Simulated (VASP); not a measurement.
Wanted: the native input for a VASP 6.6.1 run.

- Task: single point
- Functional: r2SCAN
- Potentials or basis: VASP PAW PBE potentials, release 64 (Ba_sv, Ti_sv, O)
- Cutoff: 660 eV
- k mesh: 6 × 6 × 6
- Occupations: fermi-dirac, width 0.1 eV
- Spin: no spin polarisation
- Hubbard terms: Ti d U = 5.01 eV, O p U = 6.12 eV
- Dipole correction: no
- Further INCAR settings: ALGO = Normal; EDIFF = 1e-06; NBANDS = 51

The system is BaTiO3.

```
Ba Ti O
1.0
     4.02931    4.02931    0.00000
     0.00000    4.02931    4.05289
     4.02931    0.00000    4.05289
Ba Ti O
2 2 6
Cartesian
  0.0000 0.0000 0.0000
  4.0293 4.0293 4.0529
  2.0147 2.0147 2.0350
  6.0440 6.0440 6.0878
  2.0147 2.0147 3.9909
  6.0440 6.0440 8.0438
  2.0147 4.0293 2.0791
  6.0440 4.0293 2.0791
  4.0293 2.0147 2.0791
  4.0293 6.0440 2.0791
```

One way to write it, as run:

POSCAR

```
BaTiO3
1.0
    4.0293096200      4.0293096200      0.0000000000
    0.0000000000      4.0293096200      4.0528881500
    4.0293096200      0.0000000000      4.0528881500
Ba Ti O
2 2 6
Direct
    0.0000000000      0.0000000000      0.0000000000
    0.5000000000      0.5000000000      0.5000000000
    0.2489500000      0.2510500000      0.2510500000
    0.7489500000      0.7510500000      0.7510500000
    0.0076500000      0.4923500000      0.4923500000
    0.5076500000      0.9923500000      0.9923500000
    0.4935000000      0.5065000000      0.0065000000
    0.9935000000      0.0065000000      0.5065000000
    0.4935000000      0.0065000000      0.5065000000
    0.9935000000      0.5065000000      0.0065000000
```

INCAR.step1

```
SYSTEM = BaTiO3
  PREC = Accurate
  ENCUT = 660
  ISMEAR = -1
  SIGMA = 0.1
  LREAL = .False.
  LASPH = .True.
  NELM = 200
  LMAXMIX = 4
  LDAU = .True.
  LDAUTYPE = 2
  LDAUL = -1 2 1
  LDAUU = 0 5.01 6.12
  LDAUJ = 0 0 0
  NBANDS = 51
  GGA = PE
  ALGO = Normal
  EDIFF = 1E-5
  LWAVE = .True.
  LCHARG = .False.
  GGA_COMPAT = .False.
```

INCAR.step2

```
SYSTEM = BaTiO3
  PREC = Accurate
  ENCUT = 660
  EDIFF = 1E-6
  ISMEAR = -1
  SIGMA = 0.1
  LREAL = .False.
  LASPH = .True.
  NELM = 200
  ALGO = Normal
  ISIF = 2
  LWAVE = .False.
  LCHARG = .True.
  LMAXMIX = 4
  LDAU = .True.
  LDAUTYPE = 2
  LDAUL = -1 2 1
  LDAUU = 0 5.01 6.12
  LDAUJ = 0 0 0
  LDAUPRINT = 1
  METAGGA = R2SCAN
  LMIXTAU = .True.
  LELF = .True.
  LVHAR = .True.
  NBANDS = 51
  ISTART = 1
  GGA_COMPAT = .False.
```

KPOINTS

```
Automatic mesh
0
Gamma
  6 6 6
  0 0 0
```

Potentials or basis: VASP PAW PBE potentials, release 64 (Ba_sv, Ti_sv, O).

The run is started by

```sh
$ cat potpaw_PBE.64/Ba_sv/POTCAR potpaw_PBE.64/Ti_sv/POTCAR potpaw_PBE.64/O/POTCAR > POTCAR
$ cp INCAR.step1 INCAR
$ mpirun -np 1 vasp_std > vasp.out
$ cp INCAR.step2 INCAR
$ mpirun -np 1 vasp_std > vasp.out
```

It gave:

The pressure is -1.9 GPa, the largest force is 0.989 eV/Å and the band gap on the k mesh is 2.91 eV.

Caveat: the PAW data sets were made with another functional, which shifts forces and pressure a little; spin-orbit coupling is left out, which moves the levels of the heavy elements.

Wall time 14 min on 1 thread of AMD EPYC 9R45 (Zen 5) (shared host), peak memory 0.48 GiB.
